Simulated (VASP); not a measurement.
# CaO (Fm-3m) in VASP: a series of runs, part 2 of 2

VASP 6.6.1. The steps go on from the part before.

## Step 3: Single point, PBE (volume scaled by 0.88)

Input file INCAR:

```
SYSTEM = CaO
PREC = Accurate
ENCUT = 520
EDIFF = 1E-6
ISMEAR = 0
SIGMA = 0.02
LREAL = .FALSE.
LASPH = .TRUE.
NELM = 100
ALGO = Normal
ISIF = 2
LWAVE = .FALSE.
LCHARG = .TRUE.
GGA = PE
LELF = .TRUE.
LVHAR = .TRUE.
NBANDS = 15
```

Input file KPOINTS:

```
regular mesh
0
G
  8 8 8
  0 0 0
```

Input file POSCAR:

```
CaO
1.0
    0.0000000000      2.3147583086      2.3147583086
    2.3147583086      0.0000000000      2.3147583086
    2.3147583086      2.3147583086      0.0000000000
Ca O
1 1
Direct
    0.0000000000      0.0000000000      0.0000000000
    0.5000000000      0.5000000000      0.5000000000
```

Potentials or basis: VASP PAW PBE potentials, release 64 (Ca_sv, O).

Launch:

```sh
> cat potpaw_PBE.64/Ca_sv/POTCAR potpaw_PBE.64/O/POTCAR > POTCAR
> mpirun -np 1 vasp_std > vasp.out
```

It took 5.8 s on 1 thread of Intel Xeon Platinum 8488C (Sapphire Rapids), shared host; peak memory 0.14 GiB.

The run converged. Its results:

```
Free energy            : -12.6185 eV
Pressure               : 18.8 GPa
Band gap on the k mesh : 3.57 eV, indirect (least direct gap 3.91 eV)
```

Levels at points of the mesh, in eV from the valence-band top:
```csv
k point,band 5,band 6,band 7,band 8,band 9,band 10,band 11,band 12
"(0.00, 0.00, 0.00)",-15.75,0.00,0.00,0.00,5.69,6.48,6.48,6.48
"(0.50, 0.00, 0.00)",-14.02,-2.92,-1.45,-1.45,7.58,8.97,8.97,9.40
"(0.50, 0.50, 0.00)",-15.54,-1.22,-0.34,-0.34,3.57,8.91,9.54,10.31
```

Caveat: the cell differs from its parent crystal (volume scaled by 0.88).

## Step 4: Single point, PBE (volume scaled by 0.94)

Input file INCAR:

```
PREC = Accurate ; ENCUT = 520
EDIFF = 1E-7 ; ISMEAR = 0
SIGMA = 0.02 ; LREAL = F
LASPH = T ; NELM = 100
ALGO = Normal ; ISIF = 2
LWAVE = F ; LCHARG = F
GGA = PE ; NBANDS = 15
```

Input file KPOINTS:

```
Automatic mesh
0
Gamma
  8 8 8
```

Input file POSCAR:

```
CaO
1.0
    0.0000000000      2.3662141409      2.3662141409
    2.3662141409      0.0000000000      2.3662141409
    2.3662141409      2.3662141409      0.0000000000
Ca O
1 1
Direct
    0.0000000000      0.0000000000      0.0000000000
    0.5000000000      0.5000000000      0.5000000000
```

Potentials or basis: VASP PAW PBE potentials, release 64 (Ca_sv, O).

Launch:

```sh
> cat potpaw_PBE.64/Ca_sv/POTCAR potpaw_PBE.64/O/POTCAR > POTCAR
> mpirun -np 1 vasp_std > vasp.out
```

OUTCAR:

```text
PREC = Accurate
   ENCUT = 520
   EDIFF = 1E-7
   ISMEAR = 0
   LREAL = F
   LASPH = T
   NELM = 100
   ISIF = 2
   GGA = PE

 ion  position               nearest neighbor table
   1  0.000  0.000  0.000-   2 2.37   2 2.37   2 2.37   2 2.37   2 2.37   2 2.37
   2  0.500  0.500  0.500-   1 2.37   1 2.37   1 2.37   1 2.37   1 2.37   1 2.37

  LATTYP: Found a face centered cubic cell.
 ALAT       =     4.7324282818

  Lattice vectors:

 A1 = (   0.0000000000,   2.3662141409,   2.3662141409)
 A2 = (   2.3662141409,   0.0000000000,   2.3662141409)
[... 610 lines left out ...]
     11      11.6513      0.00000
     12      11.9190      0.00000
     13      13.2055      0.00000
     14      15.0000      0.00000
     15      17.0789      0.00000

 [... further k-points ...]
[... 5 lines left out ...]
  --------------------------------------------------------------------------------------
  -------------------------------------------------------------------------------------
  Total        1.3523648      1.3523648      1.3523648     -0.0000000     -0.0000000      0.0000000
  in kB       81.7734468     81.7734468     81.7734468     -0.0000000     -0.0000000      0.0000000
  external PRESSURE =      81.7734468 kB  Pullay stress =       0.0000000 kB

 VOLUME and BASIS-vectors are now :
 -----------------------------------------------------------------------------
  energy-cutoff  :      520.00
  volume of cell :       26.50
      direct lattice vectors                 reciprocal lattice vectors
     0.000000000  2.366214141  2.366214141    -0.211308009  0.211308009  0.211308009
     2.366214141  0.000000000  2.366214141     0.211308009 -0.211308009  0.211308009
     2.366214141  2.366214141  0.000000000     0.211308009  0.211308009 -0.211308009

 POSITION                                       TOTAL-FORCE (eV/Angst)
 -----------------------------------------------------------------------------------
      0.00000      0.00000      0.00000        -0.000000     -0.000000      0.000000
      2.36621      2.36621      2.36621         0.000000      0.000000     -0.000000
 -----------------------------------------------------------------------------------
    total drift:                                0.000000      0.000000      0.000000

  FREE ENERGIE OF THE ION-ELECTRON SYSTEM (eV)
  ---------------------------------------------------
  free  energy   TOTEN  =       -12.7596730739 eV

  energy  without entropy=      -12.7596730739  energy(sigma->0) =      -12.75967307
```

stdout:

```text
POSCAR found type information on POSCAR CaO
 POSCAR found :  2 types and       2 ions
 scaLAPACK will be used
 LDA part: xc-table for (Slater+PW92), standard interpolation
 POSCAR, INCAR and KPOINTS ok, starting setup
 FFT: planning ... GRIDC
 FFT: planning ... GRID_SOFT
 FFT: planning ... GRID
 WAVECAR not read
 entering main loop
```

Run time: 9.9 s. Hardware: 1 thread of Intel Xeon Platinum 8488C (Sapphire Rapids), shared host; peak memory 0.15 GiB.

What came out:

```yaml
Free_energy: -12.7597 eV
Pressure: 8.2 GPa
Band_gap_on_the_k_mesh: 3.62 eV, indirect (least direct gap 3.98 eV)
```

Levels at points of the mesh, in eV from the valence-band top:
| k point | band 5 | band 6 | band 7 | band 8 | band 9 | band 10 | band 11 | band 12 |
| --- | --- | --- | --- | --- | --- | --- | --- | --- |
| (0.00, 0.00, 0.00) | -15.62 | 0.00 | 0.00 | 0.00 | 5.10 | 6.34 | 6.34 | 6.34 |
| (0.50, 0.00, 0.00) | -14.22 | -2.75 | -1.30 | -1.30 | 7.27 | 8.61 | 8.61 | 8.87 |
| (0.50, 0.50, 0.00) | -15.39 | -1.28 | -0.36 | -0.36 | 3.62 | 8.39 | 9.16 | 9.85 |

Caveat: the cell differs from its parent crystal (volume scaled by 0.94). A k mesh can miss the band edges.

## Step 5: Single point, PBE

This run uses another cell than the first one, of 14.09 Å³/atom, 1.099 times its volume.

Input file INCAR:

```
SYSTEM = CaO
  ALGO = Normal
  EDIFF = 1E-6
  ENCUT = 520
  GGA = PE
  ISIF = 2
  ISMEAR = 0
  LASPH = .TRUE.
  LCHARG = .FALSE.
  LREAL = .FALSE.
  LWAVE = .FALSE.
  NBANDS = 15
  NELM = 80
  PREC = Accurate
  SIGMA = 0.02
```

Input file KPOINTS:

```
k-points
0
G
  8 8 8
  0 0 0
```

Input file POSCAR:

```
CaO
1.0
    0.0000000000      2.4155243932      2.4155243932
    2.4155243932      0.0000000000      2.4155243932
    2.4155243932      2.4155243932      0.0000000000
Ca O
1 1
Direct
    0.0000000000      0.0000000000      0.0000000000
    0.5000000000      0.5000000000      0.5000000000
```

Launch:

```sh
> cat potpaw_PBE.64/Ca_sv/POTCAR potpaw_PBE.64/O/POTCAR > POTCAR
> mpirun -np 1 vasp_std > vasp.out
```

It took 9.5 s on 1 thread of Intel Xeon Platinum 8488C (Sapphire Rapids), shared host; peak memory 0.16 GiB.

Results (log left out):

| Quantity | Value |
| --- | --- |
| Free energy | -12.8053 eV |
| Pressure | 0.5 GPa |
| Band gap on the k mesh | 3.64 eV, indirect (least direct gap 4.02 eV) |

Levels at points of the mesh, in eV from the valence-band top:
```tsv
k point	band 6	band 7	band 8	band 9	band 10	band 11
(0.00, 0.00, 0.00)	0.00	0.00	0.00	4.59	6.19	6.19
(0.50, 0.00, 0.00)	-2.60	-1.17	-1.17	6.98	8.27	8.27
(0.50, 0.50, 0.00)	-1.31	-0.38	-0.38	3.64	7.93	8.80
```

## Step 6: Overview

```csv
cell,gap on the mesh (eV),pressure (GPa)
"a = 3.310 Å, angles 60.0°, 2 atoms",3.60,13.0
"a = 3.274 Å, angles 60.0°, 2 atoms",3.57,18.8
"a = 3.346 Å, angles 60.0°, 2 atoms",3.62,8.2
"a = 3.416 Å, angles 60.0°, 2 atoms",3.64,0.5
```

Alike in all rows: task single point; level PBE; potentials or basis VASP PAW PBE potentials, release 64 (Ca_sv, O); no spin polarisation; k mesh 8 × 8 × 8; cutoff (eV) 520; smearing gaussian 0.02 eV.

Total energies depend on the potentials used, so only differences within one code and one set of settings carry meaning.
